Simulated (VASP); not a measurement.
Input of a VASP 6.6.1 run:

The input INCAR:

```
SYSTEM = Al
PREC = Accurate ; ENCUT = 520
EDIFF = 1E-6 ; ISMEAR = 0
SIGMA = 0.2 ; LREAL = .FALSE.
LASPH = .TRUE. ; NELM = 60
ALGO = Normal ; ISIF = 2
LWAVE = .FALSE. ; LCHARG = .FALSE.
GGA = CA ; NBANDS = 8
```

KPOINTS

```
regular mesh
0
G
  28 28 28
  0 0 0
```

File POSCAR:

```
Al
1.0
    0.0000000000      1.9917598794      1.9917598794
    1.9917598794      0.0000000000      1.9917598794
    1.9917598794      1.9917598794      0.0000000000
Al
1
Direct
    0.0000000000      0.0000000000      0.0000000000
```

Potentials or basis: VASP PAW LDA potentials, release 64 (Al).

Command:

```sh
$ cat potpaw_LDA.64/Al/POTCAR > POTCAR
$ mpirun -np 1 vasp_std > vasp.out
```

Task: Predict the pressure.

Result: 0.1 GPa.

Task: Estimate the band gap on the k mesh.

Result: Zero (an odd number of electrons rules out a gap without spin polarisation).
